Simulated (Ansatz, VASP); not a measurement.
## One calculation of KCl, two programs

The input INCAR:

```
PREC     = Accurate       # precision mode
ENCUT    = 500            # plane-wave cutoff, eV
EDIFF    = 1E-6           # SCF threshold, eV
ISMEAR   = 0              # smearing method
SIGMA    = 0.05           # smearing width, eV
LREAL    = False          # projectors in reciprocal space
LASPH    = True           # aspherical terms in the spheres
NELM     = 120            # most SCF steps
ALGO     = Normal         # electronic algorithm
ISIF     = 2              # what is computed and relaxed
LWAVE    = False          # write WAVECAR
LCHARG   = False          # write CHGCAR
GGA      = PS             # functional
NBANDS   = 15             # bands
GGA_COMPAT= False
```

The input KPOINTS:

```
Automatic mesh
0
Gamma
  8 8 8
```

File POSCAR:

```
KCl
1.0
    3.7372429198      0.0000000000      0.0000000000
    0.0000000000      3.7372429198      0.0000000000
    0.0000000000      0.0000000000      3.7372429198
K Cl
1 1
Direct
    0.0000000000      0.0000000000      0.0000000000
    0.5000000000      0.5000000000      0.5000000000
```

Input for Ansatz:

```yaml
crystal:
  lattice:
    - [3.7372429198, 0.0, 0.0]
    - [0.0, 3.7372429198, 0.0]
    - [0.0, 0.0, 3.7372429198]
  atoms:
    - { symbol: K, position: [0.0, 0.0, 0.0] }
    - { symbol: Cl, position: [0.5, 0.5, 0.5] }
basis:
  ecutwfc: 420
  ecutrho_ratio: 4
kpoints:
  mp_grid: { grid: [8, 8, 8] }
hamiltonian:
  xc: pbesol
scf:
  occupations: { method: gaussian, width: 0.05 }
output:
  forces: true
  stress: true
  eigenvalues: true
```

Alike in both runs: task single point; functional PBEsol; k mesh 8 × 8 × 8; occupations gaussian, width 0.05 eV; no spin polarisation.

```csv
,VASP,Ansatz
version,VASP 6.6.1,Ansatz 0.2.0
potentials or method,"VASP PAW PBE potentials, release 64 (K_sv, Cl), cutoff 500 eV","scalar-relativistic, plane waves, PAW"
valence electrons in the cell,16,16
```

|  | VASP | Ansatz | Ansatz less VASP |
| --- | --- | --- | --- |
| gap on the k mesh at the Fermi level (eV) | 4.96 | 4.96 | +0.005 |
| least direct gap on the mesh (eV) | 5.18 | 5.18 | +0.004 |
| pressure (GPa) | 0.0 | 0.0 | -0.04 |

VASP's potentials were made for PBE, not for PBEsol.
